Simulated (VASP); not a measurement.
Write the native input for VASP 6.6.1 that does the following.

```
Task                   : single point
Functional             : PBE
Potentials or basis    : VASP PAW PBE potentials, release 64 (Sn_d, Se)
Cutoff                 : 520 eV
k mesh                 : 12 × 12 × 6
Occupations            : gaussian, width 0.02 eV
Spin                   : no spin polarisation
Dipole correction      : no
Further INCAR settings : ALGO = Normal; EDIFF = 1e-07; NBANDS = 20
```

The structure of SnSe2 lies in POSCAR:

```
SnSe2
1.0
    3.8719710920      0.0000000000      0.0000000000
   -1.9359855460      3.3532253284      0.0000000000
    0.0000000000      0.0000000000      6.9945907810
Sn Se
1 2
Direct
    0.0000000000      0.0000000000      0.0000000000
    0.3333333333      0.6666666667      0.2279720950
    0.6666666667      0.3333333333      0.7720279050
```

The input as run:

INCAR

```
PREC = Accurate
ENCUT = 520
EDIFF = 1E-7
ISMEAR = 0
SIGMA = 0.02
LREAL = False
LASPH = True
NELM = 60
ALGO = Normal
ISIF = 2
LWAVE = False
LCHARG = False
GGA = PE
NBANDS = 20
```

KPOINTS

```
Automatic mesh
0
Gamma
  12 12 6
```

Potentials or basis: VASP PAW PBE potentials, release 64 (Sn_d, Se).

Run with:

```console
$ cat potpaw_PBE.64/Sn_d/POTCAR potpaw_PBE.64/Se/POTCAR > POTCAR
$ mpirun -np 1 vasp_std > vasp.out
```

Results of the run:

| Quantity | Value |
| --- | --- |
| Pressure | 0.0 GPa |
| Largest force | 0.013 eV/Å |
| Band gap on the k mesh | 0.69 eV, indirect (least direct gap 1.08 eV) |

Caveat: spin-orbit coupling is left out, which moves the levels of the heavy elements; this functional lacks dispersion, which binds the layers, so the pressure and a relaxed spacing across them are unreliable.

Wall time 2.7 min on 1 thread of Intel(R) Xeon(R) Platinum 8488C (Sapphire Rapids), on a shared host, peak memory 0.32 GiB.
